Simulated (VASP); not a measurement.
Runs of VASP 6.6.1 on P. The structure is that of space group Pm-3m (No. 221), or close to it. The cells are those of the table. 

```csv
cell,gap on the mesh (eV),pressure (GPa)
"a = 4.166, b = 4.166, c = 4.378 Å, 1 atom",none,-4.4
"a = 4.380, b = 4.380, c = 4.159 Å, 1 atom",none,-4.0
"a = 4.273, b = 4.273, c = 4.487 Å, 1 atom",none,(a)
"a = 4.273, b = 4.273, c = 4.159 Å, 1 atom",none,-4.4
"a = 4.273, b = 4.273, c = 4.269 Å, 1 atom",none,-4.2
```

Alike in all rows: task single point; level r2SCAN; potentials or basis VASP PAW PBE potentials, release 64 (P); no spin polarisation; k mesh 12 × 12 × 12; cutoff (eV) 520; smearing gaussian 0.15 eV.

Fill in the values left out.

(a) -3.8.

Caveats: the PAW data sets were made with another functional, which shifts forces and pressure a little.

A gap of «none» marks levels without a gap at the run's occupations.
